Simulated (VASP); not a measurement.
The system is MnSi.

```
CELL_PARAMETERS angstrom
4.55800 0.00000 0.00000
0.00000 4.55800 0.00000
0.00000 0.00000 4.55800
ATOMIC_POSITIONS crystal
Mn 0.13800 0.13800 0.13800
Mn 0.36200 0.86200 0.63800
Mn 0.63800 0.36200 0.86200
Mn 0.86200 0.63800 0.36200
Si 0.84500 0.84500 0.84500
Si 0.65500 0.15500 0.34500
Si 0.34500 0.65500 0.15500
Si 0.15500 0.34500 0.65500
```

Base run:

```yaml
Program: VASP 6.6.1
Functional: PBE
Potentials_or_basis: VASP PAW PBE potentials, release 64 (Mn_pv, Si)
Cutoff: 520 eV
k_mesh: 5 × 5 × 5
Occupations: gaussian, width 0.05 eV
Spin: collinear spin, ferromagnetic start
Starting_moments: "[3.0, 3.0, 3.0, 3.0, 0.0, 0.0, 0.0, 0.0] μB"
Fixed_moment: 12 μB
Hubbard_terms: Mn d U = 3.9 eV
```

Its results: pressure 29.0 GPa; site moments Mn +3.28; Si -0.16 μB; largest force 0.799 eV/Å.

Question: After a change of settings the same cell gave: pressure -0.4 GPa; site moments Mn +0.60; Si -0.05 μB; largest force 0.633 eV/Å. Which change was it?
A. fixed moment from 12 μB to 20 μB; moments at the start from [3.0, 3.0, 3.0, 3.0, 0.0, 0.0, 0.0, 0.0] to [5.0, 5.0, 5.0, 5.0, 0.0, 0.0, 0.0, 0.0]
B. fixed moment from 12 μB to 2 μB; moments at the start from [3.0, 3.0, 3.0, 3.0, 0.0, 0.0, 0.0, 0.0] to [0.5, 0.5, 0.5, 0.5, 0.0, 0.0, 0.0, 0.0]
C. fixed moment from 12 μB to 8 μB; moments at the start from [3.0, 3.0, 3.0, 3.0, 0.0, 0.0, 0.0, 0.0] to [2.0, 2.0, 2.0, 2.0, 0.0, 0.0, 0.0, 0.0]

Answer: B.

Caveats: the total moment is fixed, so each spin has its own Fermi level and the state may be an excited one; the U is typed as a test and isn't derived for this compound; the cell stands under pressure (at least some runs).
